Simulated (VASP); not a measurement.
# CdTe (F-43m) in VASP: further runs, part 2 of 2

VASP 6.6.1. Earlier steps stand in the parts before.

**3. Electric field gradients, PBEsol**

Contents of INCAR:

```
SYSTEM = CdTe
ALGO = Normal
EDIFF = 1E-8
ENCUT = 520
GGA = PS
ISIF = 2
ISMEAR = -1
LASPH = .TRUE.
LCHARG = .FALSE.
LEFG = .TRUE.
LREAL = .FALSE.
LWAVE = .FALSE.
NBANDS = 16
NELM = 80
PREC = Accurate
SIGMA = 0.02
```

Contents of KPOINTS:

```
k-points
0
G
  12 12 12
  0 0 0
```

Contents of POSCAR:

```
CdTe
1.0
    0.0000000000      3.1400000000      3.1400000000
    3.1400000000      0.0000000000      3.1400000000
    3.1400000000      3.1400000000      0.0000000000
Cd Te
1 1
Direct
    0.0000000000      0.0000000000      0.0000000000
    0.2500000000      0.2500000000      0.2500000000
```

Potentials or basis: VASP PAW PBE potentials, release 64 (Cd, Te).

Started as:

```console
cat potpaw_PBE.64/Cd/POTCAR potpaw_PBE.64/Te/POTCAR > POTCAR
mpirun -np 1 vasp_std > vasp.out
```

OUTCAR:

```text
SYSTEM = CdTe
   EDIFF = 1E-8
   ENCUT = 520
   GGA = PS
   ISIF = 2
   ISMEAR = -1
   LASPH = .TRUE.
   LREAL = .FALSE.
   NELM = 80
   PREC = Accurate

 ion  position               nearest neighbor table
   1  0.000  0.000  0.000-   2 2.72   2 2.72   2 2.72   2 2.72
   2  0.250  0.250  0.250-   1 2.72   1 2.72   1 2.72   1 2.72

  LATTYP: Found a face centered cubic cell.
 ALAT       =     6.2800000000

  Lattice vectors:

 A1 = (   0.0000000000,   3.1400000000,   3.1400000000)
 A2 = (   3.1400000000,   0.0000000000,   3.1400000000)
 A3 = (   3.1400000000,   3.1400000000,   0.0000000000)

Analysis of symmetry for initial positions (statically):
=====================================================================
 Subroutine PRICEL returns:
 Original cell was already a primitive cell.

 Routine SETGRP: Setting up the symmetry group for a
 face centered cubic supercell.

 Subroutine GETGRP returns: Found 24 space group operations
 (whereof 24 operations were pure point group operations)
 out of a pool of 48 trial point group operations.

The static configuration has the point symmetry T_d .

Analysis of symmetry for dynamics (positions and initial velocities):
=====================================================================
 Subroutine PRICEL returns:
 Original cell was already a primitive cell.

 Routine SETGRP: Setting up the symmetry group for a
 face centered cubic supercell.

 Subroutine GETGRP returns: Found 24 space group operations
 (whereof 24 operations were pure point group operations)
 out of a pool of 48 trial point group operations.

The dynamic configuration has the point symmetry T_d .

[... 158 lines left out ...]
      4      -5.5137      2.00000
      5      -5.1708      2.00000
      6      -5.1708      2.00000
[... 433 lines left out ...]
      3      -5.4001      2.00000
      4      -5.1814      2.00000
      5      -5.1653      2.00000
      6      -4.6814      2.00000
[... 8 lines left out ...]
     15      12.6423      0.00000
     16      13.0398      0.00000

 [... further k-points ...]

------------------------ aborting loop because EDIFF is reached ----------------------------------------

  FORCE on cell =-STRESS in cart. coord.  units (eV):
  Direction    XX          YY          ZZ          XY          YZ          ZX
  --------------------------------------------------------------------------------------
  -------------------------------------------------------------------------------------
  Total        2.0813538      2.0813538      2.0813538      0.0000000      0.0000000      0.0000000
  in kB       53.8564297     53.8564297     53.8564297      0.0000000      0.0000000      0.0000000
  external PRESSURE =      53.8564297 kB  Pullay stress =       0.0000000 kB

 VOLUME and BASIS-vectors are now :
 -----------------------------------------------------------------------------
  energy-cutoff  :      520.00
  volume of cell :       61.92
      direct lattice vectors                 reciprocal lattice vectors
     0.000000000  3.140000000  3.140000000    -0.159235669  0.159235669  0.159235669
     3.140000000  0.000000000  3.140000000     0.159235669 -0.159235669  0.159235669
     3.140000000  3.140000000  0.000000000     0.159235669  0.159235669 -0.159235669

 POSITION                                       TOTAL-FORCE (eV/Angst)
 -----------------------------------------------------------------------------------
      0.00000      0.00000      0.00000         0.000000      0.000000      0.000000
      1.57000      1.57000      1.57000        -0.000000     -0.000000     -0.000000
 -----------------------------------------------------------------------------------
    total drift:                               -0.000000     -0.000000     -0.000000

  FREE ENERGIE OF THE ION-ELECTRON SYSTEM (eV)
  ---------------------------------------------------
  free  energy   TOTEN  =        -5.3891238820 eV

  energy  without entropy=       -5.3891238820  energy(sigma->0) =       -5.38912388

 Electric field gradients (V/A^2)
---------------------------------------------------------------------
 ion       V_xx      V_yy      V_zz      V_xy      V_xz      V_yz
---------------------------------------------------------------------
   1      -0.000    -0.000     0.000    -0.001    -0.001    -0.001
   2      -0.000    -0.000    -0.000     0.000     0.000     0.000
---------------------------------------------------------------------

 Electric field gradients after diagonalization (V/A^2)
 (convention: |V_zz| > |V_xx| > |V_yy|)
----------------------------------------------------------------------
 ion       V_xx      V_yy      V_zz     asymmetry (V_yy - V_xx)/ V_zz
----------------------------------------------------------------------
   1       0.001     0.001    -0.002       0.000
   2      -0.000    -0.000     0.000       0.000
----------------------------------------------------------------------

           NMR quadrupolar parameters

 Cq : quadrupolar parameter    Cq=e*Q*V_zz/h
 eta: asymmetry parameters     (V_yy - V_xx)/ V_zz
 Q  : nuclear electric quadrupole moment in mb (millibarn)
----------------------------------------------------------------------
 ion       Cq(MHz)       eta       Q (mb)
----------------------------------------------------------------------
   1      -0.000       0.000       1.000
   2       0.000       0.000       1.000
----------------------------------------------------------------------
```

OSZICAR:

```text
N       E                     dE             d eps       ncg     rms          rms(c)
DAV:   1     0.103124198047E+03    0.10312E+03   -0.84451E+03  2320   0.991E+02
DAV:   2    -0.210987236771E+01   -0.10523E+03   -0.10014E+03  2752   0.241E+02
DAV:   3    -0.561657587489E+01   -0.35067E+01   -0.35012E+01  2808   0.458E+01
DAV:   4    -0.564765095575E+01   -0.31075E-01   -0.31074E-01  3424   0.381E+00
DAV:   5    -0.564773705220E+01   -0.86096E-04   -0.86096E-04  3032   0.176E-01    0.674E+00
DAV:   6    -0.540937452998E+01    0.23836E+00   -0.43852E-01  2800   0.906E+00    0.539E+00
DAV:   7    -0.539006832614E+01    0.19306E-01   -0.11391E-01  2824   0.230E+00    0.203E+00
DAV:   8    -0.538912745544E+01    0.94087E-03   -0.11806E-02  2584   0.129E+00    0.542E-01
DAV:   9    -0.538908778978E+01    0.39666E-04   -0.74129E-04  2840   0.317E-01    0.149E-01
DAV:  10    -0.538910810783E+01   -0.20318E-04   -0.10455E-04  2912   0.912E-02    0.595E-02
DAV:  11    -0.538912636146E+01   -0.18254E-04   -0.45184E-05  2792   0.516E-02    0.437E-02
DAV:  12    -0.538912417418E+01    0.21873E-05   -0.43755E-06  2544   0.189E-02    0.215E-02
DAV:  13    -0.538912374512E+01    0.42906E-06   -0.14392E-06  2992   0.609E-03    0.244E-03
DAV:  14    -0.538912381611E+01   -0.70986E-07   -0.17491E-07  2752   0.348E-03    0.469E-03
DAV:  15    -0.538912383866E+01   -0.22552E-07   -0.22842E-08  2952   0.161E-03    0.261E-03
DAV:  16    -0.538912388314E+01   -0.44483E-07   -0.96471E-09  2168   0.521E-04    0.392E-04
DAV:  17    -0.538912388198E+01    0.11651E-08   -0.92072E-10  1384   0.176E-04
   1 F= -.53891239E+01 E0= -.53891239E+01  d E =-.219830E-11
```

stdout:

```text
POSCAR found type information on POSCAR CdTe
 POSCAR found :  2 types and       2 ions
 scaLAPACK will be used
 -----------------------------------------------------------------------------
|                                                                             |
|                                                                             |
|     You enforced a specific xc type in the INCAR file but a different       |
|     I HOPE YOU KNOW WHAT YOU ARE DOING!                                     |
|                                                                             |
 -----------------------------------------------------------------------------

 LDA part: xc-table for (Slater+PW92), standard interpolation
 POSCAR, INCAR and KPOINTS ok, starting setup
 FFT: planning ... GRIDC
 FFT: planning ... GRID_SOFT
 FFT: planning ... GRID
 WAVECAR not read
 entering main loop
ion   1

ion   2
```

Wall time 32 s (1 thread of Intel Xeon 6975P-C (Granite Rapids), shared host); peak memory 0.25 GiB.

Results:

| Property | Result |
| --- | --- |
| Free energy | -5.3891 eV |
| Pressure | 5.4 GPa |
| Band gap on the k mesh | 0.95 eV |
| Largest electric field gradient by atom | under 0.05 V/Å² on every atom |

Caveat: the cell stands under pressure; the PAW data sets were made with another functional, which shifts forces and pressure a little; spin-orbit coupling is left out, which moves the levels of the heavy elements.
